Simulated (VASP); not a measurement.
# Ba (R-3m) in VASP: a series of runs

Ba is run at these levels: PBE; tasks: single point.

All numbers are computed with VASP 6.6.1; they aren't measurements. Logs are shortened: lines on timing, memory, paths and dates and some standing lists are left out, and cuts for length are marked.

## Step 1: The cell of the first run

Symmetry: R-3m, No. 166, trigonal system. Conventional cell: a = 3.629 Å, b = 3.629 Å, c = 17.776 Å, α = 90.00°, β = 90.00°, γ = 120.00°. Within 4.8 Å of Ba (site symmetry -3m) lie 6 Ba at 3.63 Å.

## Step 2: Single point, PBE

The input, INCAR:

```
SYSTEM = Ba
PREC = Accurate
ENCUT = 520
EDIFF = 1E-7
ISMEAR = 0
SIGMA = 0.15
LREAL = .FALSE.
LASPH = .TRUE.
NELM = 60
ALGO = Fast
ISIF = 2
LWAVE = .FALSE.
LCHARG = .TRUE.
GGA = PE
LELF = .TRUE.
LVHAR = .TRUE.
NBANDS = 11
```

The input, KPOINTS:

```
Automatic mesh
0
G
  14 14 14
  0 0 0
```

The input, POSCAR:

```
Ba
1.0
    1.7105119420      4.2762798551      4.2762798551
    4.2762798551      1.7105119420      4.2762798551
    4.2762798551      4.2762798551      1.7105119420
Ba
1
Direct
    0.0000000000      0.0000000000      0.0000000000
```

Potentials or basis: VASP PAW PBE potentials, release 64 (Ba_sv).

Started as:

```console
cat potpaw_PBE.64/Ba_sv/POTCAR > POTCAR
mpirun -np 1 vasp_std > vasp.out
```

OUTCAR:

```text
SYSTEM = Ba
   PREC = Accurate
   ENCUT = 520
   EDIFF = 1E-7
   ISMEAR = 0
   LREAL = .FALSE.
   LASPH = .TRUE.
   NELM = 60
   ISIF = 2
   GGA = PE

 ion  position               nearest neighbor table
   1  0.000  0.000  0.000-

  LATTYP: Found a trigonal (rhomboedric) cell.
 ALAT       =     6.2848221854
 COS(alpha) =     0.8333333333

  Lattice vectors:

 A1 = (   1.7105119420,   4.2762798551,   4.2762798551)
 A2 = (   4.2762798551,   1.7105119420,   4.2762798551)
 A3 = (   4.2762798551,   4.2762798551,   1.7105119420)

Analysis of symmetry for initial positions (statically):
=====================================================================
 Subroutine PRICEL returns:
 Original cell was already a primitive cell.

 Routine SETGRP: Setting up the symmetry group for a
 trigonal (rhombohedral) supercell.

 Subroutine GETGRP returns: Found 12 space group operations
 (whereof 12 operations were pure point group operations)
 out of a pool of 12 trial point group operations.

The static configuration has the point symmetry D_3d.

Analysis of symmetry for dynamics (positions and initial velocities):
=====================================================================
 Subroutine PRICEL returns:
 Original cell was already a primitive cell.

 Routine SETGRP: Setting up the symmetry group for a
 trigonal (rhombohedral) supercell.

 Subroutine GETGRP returns: Found 12 space group operations
 (whereof 12 operations were pure point group operations)
 out of a pool of 12 trial point group operations.

The dynamic configuration has the point symmetry D_3d.

 Subroutine INISYM returns: Found 12 space group operations
 (whereof 12 operations are pure point group operations),
 and found     1 'primitive' translations

----------------------------------------------------------------------------------------

                                     Primitive cell

  volume of cell :      67.5635

  direct lattice vectors                    reciprocal lattice vectors
     1.710511942  4.276279855  4.276279855    -0.227352338  0.162394527  0.162394527
     4.276279855  1.710511942  4.276279855     0.162394527 -0.227352338  0.162394527
     4.276279855  4.276279855  1.710511942     0.162394527  0.162394527 -0.227352338

  length of vectors
     6.284822185  6.284822185  6.284822185     0.323161028  0.323161028  0.323161028

  position of ions in fractional coordinates (direct lattice)
     0.000000000  0.000000000  0.000000000

  ion indices of the primitive-cell ions
   primitive index   ion index
                 1           1

----------------------------------------------------------------------------------------

 KPOINTS: Automatic mesh

Automatic generation of k-mesh.
 Grid dimensions read from file:
 generate k-points for:   14   14   14

 Generating k-lattice:

  Cartesian coordinates                     Fractional coordinates (reciprocal lattice)
    -0.016239453  0.011599609  0.011599609     0.071428571 -0.000000000 -0.000000000
     0.011599609 -0.016239453  0.011599609    -0.000000000  0.071428571 -0.000000000
     0.011599609  0.011599609 -0.016239453     0.000000000  0.000000000  0.071428571

  Length of vectors
     0.023082931  0.023082931  0.023082931

  Shift w.r.t. Gamma in fractional coordinates (k-lattice)
     0.000000000  0.000000000  0.000000000

 Subroutine IBZKPT returns following result:
 ===========================================

 Found    288 irreducible k-points:

 Following reciprocal coordinates:
            Coordinates               Weight
  0.000000  0.000000  0.000000      1.000000
  0.071429 -0.000000 -0.000000      6.000000
  0.142857 -0.000000 -0.000000      6.000000
  0.214286 -0.000000 -0.000000      6.000000
  0.285714 -0.000000 -0.000000      6.000000
  0.357143 -0.000000 -0.000000      6.000000
[... 16 lines left out ...]
  0.214286  0.142857 -0.000000     12.000000
  0.285714  0.142857 -0.000000     12.000000
 [... further k-points ...]
   k-points           NKPTS =    288   k-points in BZ     NKDIM =    288   number of bands    NBANDS=     11
   number of dos      NEDOS =    301   number of ions     NIONS =      1
   total plane-waves  NPLWV = 110592
   dimension x,y,z NGX =    48 NGY =   48 NGZ =   48
   dimension x,y,z NGXF=    96 NGYF=   96 NGZF=   96
   ions per type =               1
   NGX,Y,Z   is equivalent  to a cutoff of  12.70, 12.70, 12.70 a.u.
   NGXF,Y,Z  is equivalent  to a cutoff of  25.39, 25.39, 25.39 a.u.
 SYSTEM =  Ba
   PREC   = accura    normal or accurate (medium, high low for compatibility)
   ISTART =      0    job   : 0-new  1-cont  2-samecut
   ICHARG =      2    charge: 1-file 2-atom 10-const
   ISPIN  =      1    spin polarized calculation?
   LNONCOLLINEAR =      F non collinear calculations
   LSORBIT =      F    spin-orbit coupling
   LASPH  =      T    aspherical Exc in radial PAW
   ENCUT  =  520.0 eV  38.22 Ry    6.18 a.u.  11.69 11.69 11.69*2*pi/ulx,y,z
   NELM   =     60;   NELMIN=  2; NELMDL= -5     # of ELM steps
   EDIFF  = 0.1E-06   stopping-criterion for ELM
   LREAL  =      F    real-space projection
   EDIFFG = 0.1E-05   stopping-criterion for IOM
   NSW    =      0    number of steps for IOM
   IBRION =     -1    ionic relax: 0-MD 1-quasi-New 2-CG
   NFREE  =      0    steps in history (QN), initial steepest desc. (CG)
   ISIF   =      2    stress and relaxation
   ISYM   =      2    0-nonsym 1-usesym 2-fastsym
   POTIM  = 0.5000    time-step for ionic-motion
   TEBEG  =    0.0;   TEEND  =   0.0 temperature during run
   PSTRESS=    0.0 pullay stress
   NELECT =      10.0000    total number of electrons
   NUPDOWN=      -1.0000    fix difference up-down
   EMIN   =  10.00;   EMAX   =-10.00  energy-range for DOS
   EFERMI =   0.00;   METHOD = LEGACY
   ISMEAR =     0;   SIGMA  =   0.15  broadening in eV -4-tet -1-fermi 0-gaus
   EFERMI_NEDOS =   21; number of points for ismear=-14 and -15
   IALGO  =     68    algorithm
   IMIX   =      4    mixing-type and parameters
     AMIX     =   0.40;   BMIX     =  1.00
     AMIX_MAG =   1.60;   BMIX_MAG =  1.00
  volume/ion in A,a.u.               =      67.56       455.94
  Fermi-wavevector in a.u.,A,eV,Ry     =   0.865973  1.636451 10.203124  0.749908
  Thomas-Fermi vector in A             =   1.984294
   LORBIT       =      0    0 simple, 1 ext, 2 COOP (PROOUT), +10 PAW based schemes
   GGA     = PE    functional components
   LHFCALC =     F    Hartree Fock is set to
   AEXX    =    0.0000 exact exchange contribution
   IVDW    =     0    specifies the selected vdW correction
   LEPSILON=     F    determine dielectric tensor
   LRPA    =     F    only Hartree local field effects (RPA)
 non-spin polarized calculation
 RMM-DIIS sequential band-by-band and
 Gauss-broadening in eV      SIGMA  =   0.15
  energy-cutoff  :      520.00
  volume of cell :       67.56
 maximum number of plane-waves:      1853
   NGX = 23   NGY = 23   NGZ = 23

 number of electron      10.0000001 magnetization

 Free energy of the ion-electron system (eV)
  ---------------------------------------------------
  ext. energy  EPLUGINS =         0.00000000
  ---------------------------------------------------
  free energy    TOTEN  =        -0.91097081 eV

  energy without entropy =       -0.87169332  energy(sigma->0) =       -0.89133207

 E-fermi :   1.1390     XC(G=0):  -6.8565

 val. band max:        1.1386301721   @ k =  -0.3571   0.4286   0.2857
 cond. band min:       1.1410818644   @ k =   0.5000   0.5000   0.2143
 fundamental gap:      0.0024516923
 Fermi energy:         1.1389795783

 k-point     1 :       0.0000    0.0000    0.0000
  band No.  band energies     occupation
      1     -27.7662      2.00000
      2     -13.0406      2.00000
      3     -11.9209      2.00000
      4     -11.9209      2.00000
      5      -0.9591      2.00000
      6       0.8888      1.98165
      7       3.4927      0.00000
      8       3.4927      0.00000
      9       4.2766      0.00000
     10       6.5734      0.00000
     11       6.5734      0.00000

 k-point     2 :       0.0714   -0.0000   -0.0000
  band No.  band energies     occupation
      1     -27.7518      2.00000
      2     -13.0238      2.00000
      3     -12.0378      2.00000
      4     -11.9452      2.00000
      5      -0.8038      2.00000
      6       1.0142      1.76073
      7       3.2680      0.00000
      8       3.6538      0.00000
      9       3.9948      0.00000
     10       6.4819      0.00000
     11       6.7546      0.00000

 k-point     3 :       0.1429   -0.0000   -0.0000
  band No.  band energies     occupation
      1     -27.7112      2.00000
      2     -12.9763      2.00000
      3     -12.3504      2.00000
      4     -12.0123      2.00000
      5      -0.4032      2.00000
      6       1.3436      0.05372
      7       2.8499      0.00000
      8       3.3871      0.00000
      9       4.1287      0.00000
     10       6.2454      0.00000
     11       7.0208      0.00000

 k-point     4 :       0.2143   -0.0000   -0.0000
  band No.  band energies     occupation
      1     -27.6516      2.00000
      2     -12.9063      2.00000
      3     -12.7695      2.00000
      4     -12.1066      2.00000
      5       0.0880      2.00000
      6       1.5241      0.00028
      7       2.6883      0.00000
      8       2.9374      0.00000
      9       4.8927      0.00000
     10       5.9439      0.00000
     11       7.0803      0.00000

 k-point     5 :       0.2857   -0.0000   -0.0000
  band No.  band energies     occupation
      1     -27.5838      2.00000
      2     -13.1993      2.00000
      3     -12.8265      2.00000
      4     -12.2079      2.00000
      5       0.4235      2.00000
      6       1.4518      0.00319
      7       2.1623      0.00000
      8       3.7119      0.00000
      9       5.6494      0.00000
     10       5.9059      0.00000
     11       6.9115      0.00000
[... 211 lines left out ...]
 k-point    21 :      -0.0714    0.0714    0.0000
  band No.  band energies     occupation
      1     -27.7244      2.00000
      2     -12.9915      2.00000
      3     -12.2472      2.00000
      4     -11.9962      2.00000
      5      -0.5324      2.00000
      6       1.2568      0.26655
      7       2.9136      0.00000
      8       3.5724      0.00000
      9       3.9979      0.00000
     10       6.2784      0.00000
     11       7.0547      0.00000

 k-point    22 :       0.1429    0.1429   -0.0000
  band No.  band energies     occupation
      1     -27.7112      2.00000
      2     -12.9772      2.00000
      3     -12.3503      2.00000
      4     -12.0124      2.00000
      5      -0.3686      2.00000
      6       1.3364      0.06267
      7       2.8539      0.00000
      8       3.3598      0.00000
      9       4.1267      0.00000
     10       6.2799      0.00000
     11       6.8014      0.00000

 k-point    23 :       0.2143    0.1429   -0.0000
  band No.  band energies     occupation
      1     -27.6742      2.00000
      2     -12.9341      2.00000
      3     -12.5995      2.00000
      4     -12.0902      2.00000
      5      -0.0093      2.00000
      6       1.6011      0.00001
      7       2.5580      0.00000
      8       2.9806      0.00000
      9       4.6794      0.00000
     10       5.9309      0.00000
     11       6.8585      0.00000

 k-point    24 :       0.2857    0.1429   -0.0000
  band No.  band energies     occupation
      1     -27.6198      2.00000
      2     -12.9185      2.00000
      3     -12.8703      2.00000
      4     -12.2267      2.00000
      5       0.4987      2.00000
      6       2.0079      0.00000
      7       2.1323      0.00000
      8       2.6704      0.00000
      9       5.3415      0.00000
     10       5.6203      0.00000
     11       6.9413      0.00000

 [... further k-points ...]

------------------------ aborting loop because EDIFF is reached ----------------------------------------

  FORCE on cell =-STRESS in cart. coord.  units (eV):
  Direction    XX          YY          ZZ          XY          YZ          ZX
  --------------------------------------------------------------------------------------
  -------------------------------------------------------------------------------------
  Total        1.2689067      1.2689067      1.2689067     -1.1761279     -1.1761279     -1.1761279
  in kB       30.0904144     30.0904144     30.0904144    -27.8902897    -27.8902897    -27.8902897
  external PRESSURE =      30.0904144 kB  Pullay stress =       0.0000000 kB

 VOLUME and BASIS-vectors are now :
 -----------------------------------------------------------------------------
  energy-cutoff  :      520.00
  volume of cell :       67.56
      direct lattice vectors                 reciprocal lattice vectors
     1.710511942  4.276279855  4.276279855    -0.227352338  0.162394527  0.162394527
     4.276279855  1.710511942  4.276279855     0.162394527 -0.227352338  0.162394527
     4.276279855  4.276279855  1.710511942     0.162394527  0.162394527 -0.227352338

 POSITION                                       TOTAL-FORCE (eV/Angst)
 -----------------------------------------------------------------------------------
      0.00000      0.00000      0.00000        -0.000000      0.000000     -0.000000
 -----------------------------------------------------------------------------------
    total drift:                                0.000000      0.000000      0.000000

  FREE ENERGIE OF THE ION-ELECTRON SYSTEM (eV)
  ---------------------------------------------------
  free  energy   TOTEN  =        -0.9109708114 eV

  energy  without entropy=       -0.8716933229  energy(sigma->0) =       -0.89133207
```

Run time: 4.5 min. Hardware: 1 thread of Intel Xeon 6975P-C (Granite Rapids), shared host; peak memory 0.46 GiB.

Results:

* Free energy: -0.9110 eV
* Pressure: 3.0 GPa
* Band gap on the k mesh: zero (bands 5 and 6 overlap by 1.04 eV)

Stress tensor (GPa, compression positive):
```
 3.01 -2.79 -2.79
-2.79  3.01 -2.79
-2.79 -2.79  3.01
```

Caveat: the cell stands under pressure; spin-orbit coupling is left out, which moves the levels of the heavy elements.

## Step 3: Single point, PBE

This run uses another cell than the first one, of the same volume but with other edges.

The input, INCAR:

```
  ALGO = Fast
  EDIFF = 1E-6
  ENCUT = 520
  GGA = PE
  ISIF = 2
  ISMEAR = 0
  LASPH = True
  LCHARG = True
  LELF = True
  LREAL = False
  LVHAR = True
  LWAVE = False
  NBANDS = 11
  NELM = 80
  PREC = Accurate
  SIGMA = 0.15
```

The input, KPOINTS:

```
k-points
0
Gamma
  14 14 14
```

The input, POSCAR:

```
Ba
1.0
   -0.7005642813      2.9230440704      2.9230440704
    2.9230440704     -0.7005642813      2.9230440704
    2.9230440704      2.9230440704     -0.7005642813
Ba
1
Direct
    0.0000000000      0.0000000000      0.0000000000
```

Potentials or basis: VASP PAW PBE potentials, release 64 (Ba_sv).

Started as:

```console
cat potpaw_PBE.64/Ba_sv/POTCAR > POTCAR
mpirun -np 1 vasp_std > vasp.out
```

It took 43 s on 1 thread of Intel Xeon 6975P-C (Granite Rapids), shared host; peak memory 0.34 GiB.

Results (log left out):

```
Free energy            : -1.7230 eV
Pressure               : -0.3 GPa
Band gap on the k mesh : zero (bands 5 and 6 overlap by 0.10 eV)
```

Stress tensor (GPa, compression positive):
```
-0.31  0.75  0.75
 0.75 -0.31  0.75
 0.75  0.75 -0.31
```

Levels at points of the mesh, in eV from the Fermi level:
```csv
k point,band 1,band 2,band 3,band 4,band 5,band 6,band 7,band 8,band 9,band 10
"(0.00, 0.00, 0.00)",-29.14,-14.10,-14.10,-14.06,-2.64,0.61,0.61,3.53,3.74,3.74
"(0.50, 0.00, 0.00)",-29.11,-14.54,-14.08,-14.06,-0.91,0.65,0.74,3.06,3.32,3.44
"(0.50, 0.50, 0.00)",-29.08,-14.56,-14.37,-14.06,-0.72,0.07,2.13,3.48,3.54,4.09
"(0.50, 0.50, 0.50)",-29.06,-14.61,-14.30,-14.30,-0.61,0.78,0.78,2.66,4.93,5.18
```

Caveat: spin-orbit coupling is left out, which moves the levels of the heavy elements.
